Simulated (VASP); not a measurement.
Here is a VASP 6.6.1 calculation.

POSCAR

```
Ca
1.0
    0.0000000000      2.7942000000      2.7942000000
    3.0037650000      0.0000000000      2.7942000000
    3.0037650000      2.7942000000      0.0000000000
Ca
1
Direct
    0.0000000000      0.0000000000      0.0000000000
```

File INCAR.step1:

```
SYSTEM = Ca
PREC     = Accurate       ! precision mode
ENCUT    = 520            ! plane-wave cutoff, eV
ISMEAR   = 0              ! smearing method
SIGMA    = 0.15           ! smearing width, eV
LREAL    = .False.        ! projectors in reciprocal space
LASPH    = .True.         ! aspherical terms in the spheres
NELM     = 60             ! most SCF steps
NBANDS   = 11             ! bands
GGA      = PE             ! functional
ALGO     = Normal         ! electronic algorithm
EDIFF    = 1E-4           ! SCF threshold, eV
LWAVE    = .True.         ! write WAVECAR
LCHARG   = .False.        ! write CHGCAR
```

The input INCAR.step2:

```
SYSTEM = Ca
PREC     = Accurate       ! precision mode
ENCUT    = 520            ! plane-wave cutoff, eV
EDIFF    = 1E-7           ! SCF threshold, eV
ISMEAR   = 0              ! smearing method
SIGMA    = 0.15           ! smearing width, eV
LREAL    = .False.        ! projectors in reciprocal space
LASPH    = .True.         ! aspherical terms in the spheres
NELM     = 60             ! most SCF steps
ALGO     = Normal         ! electronic algorithm
ISIF     = 2              ! what is computed and relaxed
LWAVE    = .False.        ! write WAVECAR
LCHARG   = .False.        ! write CHGCAR
METAGGA  = R2SCAN         ! meta-GGA
LMIXTAU  = .True.       
NBANDS   = 11             ! bands
ISTART   = 1
```

KPOINTS

```
Automatic mesh
0
Gamma
  14 14 14
  0 0 0
```

Potentials or basis: VASP PAW PBE potentials, release 64 (Ca_sv).

Launch:

```bash
$ cat potpaw_PBE.64/Ca_sv/POTCAR > POTCAR
$ cp INCAR.step1 INCAR
$ mpirun -np 1 vasp_std > vasp.out
$ cp INCAR.step2 INCAR
$ mpirun -np 1 vasp_std > vasp.out
```

(1) What does it give for the pressure?

(2) Estimate the band gap on the k mesh.

Answers

(1) -1.3 GPa.

(2) zero (bands 5 and 6 overlap by 0.65 eV).

Caveat: the cell differs from its parent crystal (strain +0.0750 x Voigt [1, 0, 0, 0, 0, 0]); the PAW data sets were made with another functional, which shifts forces and pressure a little.
